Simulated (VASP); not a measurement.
# CaSe in VASP: notebook, part 2 of 2

VASP 6.6.1. Earlier steps stand in the parts before.

### 4 Single point, PBE

This run uses another cell than the first one, of 26.13 Å³/atom, 1.020 times its volume.

Input file INCAR:

```
SYSTEM = CaSe
PREC = Accurate
ENCUT = 520
EDIFF = 1E-7
ISMEAR = -1
SIGMA = 0.02
LREAL = .False.
LASPH = .True.
NELM = 80
ALGO = Normal
ISIF = 2
LWAVE = .False.
LCHARG = .False.
GGA = PE
NBANDS = 15
```

Input file KPOINTS:

```
Automatic mesh
0
Gamma
  8 8 8
  0 0 0
```

Input file POSCAR:

```
CaSe
1.0
    0.0000000000      2.9675351127      2.9675351127
    2.9675351127      0.0000000000      2.9675351127
    2.9675351127      2.9675351127      0.0000000000
Ca Se
1 1
Direct
    0.0000000000      0.0000000000      0.0000000000
    0.5000000000      0.5000000000      0.5000000000
```

Potentials or basis: VASP PAW PBE potentials, release 64 (Ca_sv, Se).

Command:

```sh
$ cat potpaw_PBE.64/Ca_sv/POTCAR potpaw_PBE.64/Se/POTCAR > POTCAR
$ mpirun -np 1 vasp_std > vasp.out
```

OUTCAR:

```text
SYSTEM = CaSe
   PREC = Accurate
   ENCUT = 520
   EDIFF = 1E-7
   ISMEAR = -1
   LREAL = .False.
   LASPH = .True.
   NELM = 80
   ISIF = 2
   GGA = PE

 ion  position               nearest neighbor table
   1  0.000  0.000  0.000-   2 2.97   2 2.97   2 2.97   2 2.97   2 2.97   2 2.97
   2  0.500  0.500  0.500-   1 2.97   1 2.97   1 2.97   1 2.97   1 2.97   1 2.97

  LATTYP: Found a face centered cubic cell.
 ALAT       =     5.9350702254

  Lattice vectors:

 A1 = (   0.0000000000,   2.9675351127,   2.9675351127)
 A2 = (   2.9675351127,   0.0000000000,   2.9675351127)
 A3 = (   2.9675351127,   2.9675351127,   0.0000000000)

Analysis of symmetry for initial positions (statically):
=====================================================================
 Subroutine PRICEL returns:
 Original cell was already a primitive cell.

 Routine SETGRP: Setting up the symmetry group for a
 face centered cubic supercell.

 Subroutine GETGRP returns: Found 48 space group operations
 (whereof 48 operations were pure point group operations)
 out of a pool of 48 trial point group operations.

The static configuration has the point symmetry O_h .

Analysis of symmetry for dynamics (positions and initial velocities):
=====================================================================
 Subroutine PRICEL returns:
 Original cell was already a primitive cell.

 Routine SETGRP: Setting up the symmetry group for a
 face centered cubic supercell.

 Subroutine GETGRP returns: Found 48 space group operations
 (whereof 48 operations were pure point group operations)
 out of a pool of 48 trial point group operations.

The dynamic configuration has the point symmetry O_h .

 Subroutine INISYM returns: Found 48 space group operations
 (whereof 48 operations are pure point group operations),
 and found     1 'primitive' translations

----------------------------------------------------------------------------------------

[... 120 lines left out ...]
   IVDW    =     0    specifies the selected vdW correction
   LEPSILON=     F    determine dielectric tensor
   LRPA    =     F    only Hartree local field effects (RPA)
 non-spin polarized calculation
  energy-cutoff  :      520.00
  volume of cell :       52.27
 maximum number of plane-waves:      1424
   NGX = 15   NGY = 15   NGZ = 15

 number of electron      15.9999997 magnetization

 Free energy of the ion-electron system (eV)
  ---------------------------------------------------
  ext. energy  EPLUGINS =         0.00000000
  ---------------------------------------------------
  free energy    TOTEN  =        -9.48402638 eV

  energy without entropy =       -9.48402638  energy(sigma->0) =       -9.48402638

 E-fermi :   2.8816     XC(G=0):  -9.1130

 val. band max:        2.3775338064   @ k =   0.0000   0.0000   0.0000
 cond. band min:       4.4250062984   @ k =   0.5000   0.5000   0.0000
 fundamental gap:      2.0474724920
 Fermi energy:         2.8815522530

 k-point     1 :       0.0000    0.0000    0.0000
  band No.  band energies     occupation
      1     -37.4022      2.00000
      2     -18.3944      2.00000
      3     -18.3944      2.00000
      4     -18.3944      2.00000
      5      -9.3867      2.00000
      6       2.3775      2.00000
      7       2.3775      2.00000
      8       2.3775      2.00000
      9       5.6655      0.00000
     10       6.0870      0.00000
     11       6.0870      0.00000
     12       6.0870      0.00000
     13       6.6460      0.00000
     14       6.6460      0.00000
[... 401 lines left out ...]
      2     -18.4830      2.00000
      3     -18.4258      2.00000
      4     -18.4106      2.00000
      5      -8.7203      2.00000
      6      -0.4197      2.00000
      7       0.7715      2.00000
      8       1.1592      2.00000
      9       6.8417      0.00000
     10       7.1238      0.00000
     11       8.0732      0.00000
     12       8.3437      0.00000
     13       8.6848      0.00000
     14       9.5699      0.00000
     15      10.9207      0.00000

 [... further k-points ...]

------------------------ aborting loop because EDIFF is reached ----------------------------------------

  FORCE on cell =-STRESS in cart. coord.  units (eV):
  Direction    XX          YY          ZZ          XY          YZ          ZX
  --------------------------------------------------------------------------------------
  -------------------------------------------------------------------------------------
  Total        0.2411583      0.2411583      0.2411583      0.0000000     -0.0000000     -0.0000000
  in kB        7.3925653      7.3925653      7.3925653      0.0000000     -0.0000000     -0.0000000
  external PRESSURE =       7.3925653 kB  Pullay stress =       0.0000000 kB

 VOLUME and BASIS-vectors are now :
 -----------------------------------------------------------------------------
  energy-cutoff  :      520.00
  volume of cell :       52.27
      direct lattice vectors                 reciprocal lattice vectors
     0.000000000  2.967535113  2.967535113    -0.168490003  0.168490003  0.168490003
     2.967535113  0.000000000  2.967535113     0.168490003 -0.168490003  0.168490003
     2.967535113  2.967535113  0.000000000     0.168490003  0.168490003 -0.168490003

 POSITION                                       TOTAL-FORCE (eV/Angst)
 -----------------------------------------------------------------------------------
      0.00000      0.00000      0.00000         0.000000     -0.000000      0.000000
      2.96754      2.96754      2.96754        -0.000000      0.000000     -0.000000
 -----------------------------------------------------------------------------------
    total drift:                                0.000000     -0.000000     -0.000000

  FREE ENERGIE OF THE ION-ELECTRON SYSTEM (eV)
  ---------------------------------------------------
  free  energy   TOTEN  =        -9.4840263801 eV

  energy  without entropy=       -9.4840263801  energy(sigma->0) =       -9.48402638
```

OSZICAR:

```text
N       E                     dE             d eps       ncg     rms          rms(c)
DAV:   1     0.106529200312E+03    0.10653E+03   -0.74128E+03   870   0.973E+02
DAV:   2    -0.500303571477E+01   -0.11153E+03   -0.10596E+03  1052   0.243E+02
DAV:   3    -0.940122379679E+01   -0.43982E+01   -0.43536E+01  1152   0.459E+01
DAV:   4    -0.962538095445E+01   -0.22416E+00   -0.22390E+00  1209   0.836E+00
DAV:   5    -0.962663788837E+01   -0.12569E-02   -0.12568E-02  1208   0.715E-01    0.425E+00
DAV:   6    -0.948713000902E+01    0.13951E+00   -0.18652E-01  1017   0.228E+00    0.253E+00
DAV:   7    -0.947984283426E+01    0.72872E-02   -0.98091E-02  1120   0.198E+00    0.815E-01
DAV:   8    -0.948379635676E+01   -0.39535E-02   -0.11900E-02   898   0.829E-01    0.118E-01
DAV:   9    -0.948389228314E+01   -0.95926E-04   -0.64710E-04  1132   0.255E-01    0.474E-02
DAV:  10    -0.948400884069E+01   -0.11656E-03   -0.15672E-04   982   0.784E-02    0.154E-02
DAV:  11    -0.948402787534E+01   -0.19035E-04   -0.43354E-05  1024   0.572E-02    0.104E-02
DAV:  12    -0.948402671542E+01    0.11599E-05   -0.25010E-06  1047   0.119E-02    0.423E-03
DAV:  13    -0.948402633920E+01    0.37622E-06   -0.72563E-07  1080   0.557E-03    0.132E-03
DAV:  14    -0.948402638015E+01   -0.40947E-07   -0.15858E-08   519   0.788E-04
   1 F= -.94840264E+01 E0= -.94840264E+01  d E =-.697678E-13
```

stdout:

```text
POSCAR found type information on POSCAR CaSe
 POSCAR found :  2 types and       2 ions
 scaLAPACK will be used
 LDA part: xc-table for (Slater+PW92), standard interpolation
 POSCAR, INCAR and KPOINTS ok, starting setup
 FFT: planning ... GRIDC
 FFT: planning ... GRID_SOFT
 FFT: planning ... GRID
 WAVECAR not read
 entering main loop
```

Wall time 12 s (1 thread of AMD EPYC 9R45 (Zen 5), shared host); peak memory 0.15 GiB.

What came out:

```
Free energy            : -9.4840 eV
Pressure               : 0.7 GPa
Band gap on the k mesh : 2.05 eV, indirect (least direct gap 2.97 eV)
```

Levels at points of the mesh, in eV from the valence-band top:
```
           k point  band 6  band 7  band 8  band 9  band 10  band 11
(0.00, 0.00, 0.00)    0.00    0.00    0.00    3.29     3.71     3.71
(0.50, 0.00, 0.00)   -3.25   -1.18   -1.18    4.50     5.45     5.48
(0.50, 0.50, 0.00)   -2.49   -0.92   -0.92    2.05     5.01     5.02
```

### 5 Single point, r2SCAN

This run uses another cell than the first one, of 26.13 Å³/atom, 1.020 times its volume.

POSCAR is that of step 4.

Input file INCAR.step1:

```
SYSTEM = CaSe
PREC     = Accurate       ! precision mode
ENCUT    = 520            ! plane-wave cutoff, eV
ISMEAR   = 0              ! smearing method
SIGMA    = 0.01           ! smearing width, eV
LREAL    = .False.        ! projectors in reciprocal space
LASPH    = .True.         ! aspherical terms in the spheres
NELM     = 80             ! most SCF steps
NBANDS   = 15             ! bands
GGA      = PE             ! functional
ALGO     = Normal         ! electronic algorithm
EDIFF    = 1E-4           ! SCF threshold, eV
LWAVE    = .True.         ! write WAVECAR
LCHARG   = .False.        ! write CHGCAR
```

Input file INCAR.step2:

```
SYSTEM = CaSe
PREC     = Accurate       ! precision mode
ENCUT    = 520            ! plane-wave cutoff, eV
EDIFF    = 1E-7           ! SCF threshold, eV
ISMEAR   = 0              ! smearing method
SIGMA    = 0.01           ! smearing width, eV
LREAL    = .False.        ! projectors in reciprocal space
LASPH    = .True.         ! aspherical terms in the spheres
NELM     = 80             ! most SCF steps
ALGO     = Normal         ! electronic algorithm
ISIF     = 2              ! what is computed and relaxed
LWAVE    = .False.        ! write WAVECAR
LCHARG   = .False.        ! write CHGCAR
METAGGA  = R2SCAN         ! meta-GGA
LMIXTAU  = .True.       
NBANDS   = 15             ! bands
ISTART   = 1
```

Input file KPOINTS:

```
regular mesh
0
Gamma
  8 8 8
  0 0 0
```

Command:

```sh
$ cat potpaw_PBE.64/Ca_sv/POTCAR potpaw_PBE.64/Se/POTCAR > POTCAR
$ cp INCAR.step1 INCAR
$ mpirun -np 1 vasp_std > vasp.out
$ cp INCAR.step2 INCAR
$ mpirun -np 1 vasp_std > vasp.out
```

Wall time 74 s (1 thread of AMD EPYC 9R45 (Zen 5), shared host); peak memory 0.16 GiB.

Results (log left out):

| Property | Result |
| --- | --- |
| Free energy | -25.9791 eV |
| Pressure | 0.2 GPa |
| Band gap on the k mesh | 2.52 eV, indirect (least direct gap 3.46 eV) |

Levels at points of the mesh, in eV from the valence-band top:
```
           k point  band 6  band 7  band 8  band 9  band 10  band 11
(0.00, 0.00, 0.00)    0.00    0.00    0.00    4.08     4.23     4.23
(0.50, 0.00, 0.00)   -3.24   -1.17   -1.17    5.10     6.07     6.09
(0.50, 0.50, 0.00)   -2.52   -0.94   -0.94    2.52     5.60     5.76
```

Caveat: the PAW data sets were made with another functional, which shifts forces and pressure a little. A k mesh can miss the band edges.

### 6 Single point, PBE (uniaxial x strain -2.0%)

Input file INCAR:

```
PREC = Accurate ; ENCUT = 520
EDIFF = 1E-6 ; ISMEAR = -1
SIGMA = 0.02 ; LREAL = False
LASPH = True ; NELM = 100
ALGO = Normal ; ISIF = 2
LWAVE = False ; LCHARG = False
GGA = PE ; NBANDS = 15
```

Input file KPOINTS:

```
regular mesh
0
Gamma
  8 8 8
```

Input file POSCAR:

```
CaSe
1.0
    0.0000000000      2.9675351127      2.9675351127
    2.9081844104      0.0000000000      2.9675351127
    2.9081844104      2.9675351127      0.0000000000
Ca Se
1 1
Direct
    0.0000000000      0.0000000000      0.0000000000
    0.5000000000      0.5000000000      0.5000000000
```

Potentials or basis: VASP PAW PBE potentials, release 64 (Ca_sv, Se).

Command:

```sh
$ cat potpaw_PBE.64/Ca_sv/POTCAR potpaw_PBE.64/Se/POTCAR > POTCAR
$ mpirun -np 1 vasp_std > vasp.out
```

OUTCAR:

```text
PREC = Accurate
   ENCUT = 520
   EDIFF = 1E-6
   ISMEAR = -1
   LREAL = False
   LASPH = True
   NELM = 100
   ISIF = 2
   GGA = PE

 ion  position               nearest neighbor table
   1  0.000  0.000  0.000-   2 2.91   2 2.91   2 2.97   2 2.97   2 2.97   2 2.97
   2  0.500  0.500  0.500-   1 2.91   1 2.91   1 2.97   1 2.97   1 2.97   1 2.97

  LATTYP: Found a body centered tetragonal cell.
 ALAT       =     4.1967284032
 C/A-ratio  =     1.3859292911

  Lattice vectors:

[... 618 lines left out ...]
------------------------ aborting loop because EDIFF is reached ----------------------------------------

  FORCE on cell =-STRESS in cart. coord.  units (eV):
  Direction    XX          YY          ZZ          XY          YZ          ZX
  --------------------------------------------------------------------------------------
  -------------------------------------------------------------------------------------
  Total        1.0484002      0.3699730      0.3699730      0.0000000      0.0000000     -0.0000000
  in kB       32.7939704     11.5727608     11.5727608      0.0000000      0.0000000     -0.0000000
  external PRESSURE =      18.6464973 kB  Pullay stress =       0.0000000 kB

 VOLUME and BASIS-vectors are now :
 -----------------------------------------------------------------------------
  energy-cutoff  :      520.00
  volume of cell :       51.22
      direct lattice vectors                 reciprocal lattice vectors
     0.000000000  2.967535113  2.967535113    -0.171928574  0.168490003  0.168490003
     2.908184410  0.000000000  2.967535113     0.171928574 -0.168490003  0.168490003
     2.908184410  2.967535113  0.000000000     0.171928574  0.168490003 -0.168490003

 POSITION                                       TOTAL-FORCE (eV/Angst)
 -----------------------------------------------------------------------------------
      0.00000      0.00000      0.00000         0.000000      0.000000     -0.000000
      2.90818      2.96754      2.96754         0.000000      0.000000      0.000000
 -----------------------------------------------------------------------------------
    total drift:                                0.000000     -0.000000     -0.000000

  FREE ENERGIE OF THE ION-ELECTRON SYSTEM (eV)
  ---------------------------------------------------
  free  energy   TOTEN  =        -9.4710831998 eV

  energy  without entropy=       -9.4710831998  energy(sigma->0) =       -9.47108320
```

Run time: 21 s. Hardware: 1 thread of AMD EPYC 9R45 (Zen 5), shared host; peak memory 0.17 GiB.

Results:

```
Free energy            : -9.4711 eV
Pressure               : 1.9 GPa
Band gap on the k mesh : 1.98 eV, indirect (least direct gap 2.90 eV)
```

Caveat: the cell differs from its parent crystal (uniaxial x strain -2.0%). A k mesh can miss the band edges.

### 7 Summary

| level | cell | k mesh | smearing | gap on the mesh (eV) | pressure (GPa) |
| --- | --- | --- | --- | --- | --- |
| PBE | a = 4.197, b = 4.155, c = 4.155 Å, angles 60.7, 59.7, 59.7°, 2 atoms | 4 × 4 × 4 | gaussian 0.01 eV | 1.97 | 2.0 |
| PBE | a = 4.225, b = 4.225, c = 4.281 Å, angles 59.6, 59.6, 60.9°, 2 atoms | 4 × 4 × 4 | gaussian 0.01 eV | 2.10 | -0.6 |
| PBE | a = 4.197 Å, angles 60.0°, 2 atoms | 8 × 8 × 8 | fermi-dirac 0.02 eV | 2.05 | 0.7 |
| r2SCAN | a = 4.197 Å, angles 60.0°, 2 atoms | 8 × 8 × 8 | gaussian 0.01 eV | 2.52 | 0.2 |
| PBE | a = 4.197, b = 4.155, c = 4.155 Å, angles 60.7, 59.7, 59.7°, 2 atoms | 8 × 8 × 8 | fermi-dirac 0.02 eV | 1.98 | 1.9 |

Alike in all rows: task single point; potentials or basis VASP PAW PBE potentials, release 64 (Ca_sv, Se); no spin polarisation; cutoff (eV) 520.

Caveats: some runs use coarse meshes; the PAW data sets were made with another functional, which shifts forces and pressure a little (some runs).

Absolute energies hang on the potentials; compare differences alone.
